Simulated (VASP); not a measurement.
Input of a VASP 6.6.1 run:

INCAR

```
SYSTEM = CdTe
PREC = Accurate ; ENCUT = 500
EDIFF = 1E-6 ; ISMEAR = 0
SIGMA = 0.01 ; LREAL = .False.
LASPH = .True. ; NELM = 120
ALGO = Normal ; ISIF = 2
LWAVE = .False. ; LCHARG = .True.
GGA = CA ; LELF = .True.
LVHAR = .True. ; NBANDS = 16
GGA_COMPAT = .False.
```

File KPOINTS:

```
Automatic mesh
0
Gamma
  2 2 2
  0 0 0
```

File POSCAR:

```
CdTe
1.0
    0.0000000000      3.2799551172      3.2799551172
    3.2799551172      0.0000000000      3.2799551172
    3.2799551172      3.2799551172      0.0000000000
Cd Te
1 1
Direct
    0.0000000000      0.0000000000      0.0000000000
    0.2500000000      0.2500000000      0.2500000000
```

Potentials or basis: VASP PAW LDA potentials, release 64 (Cd, Te).

Launch:

```sh
$ cat potpaw_LDA.64/Cd/POTCAR potpaw_LDA.64/Te/POTCAR > POTCAR
$ mpirun -np 1 vasp_std > vasp.out
```

Question: Predict the pressure.

Answer: 0.9 GPa.

Question: What does it give for the band gap on the k mesh?

Answer: 0.25 eV, direct.

Caveat: the k points lie up to 0.83 Å⁻¹ apart; spin-orbit coupling is left out, which moves the levels of the heavy elements.
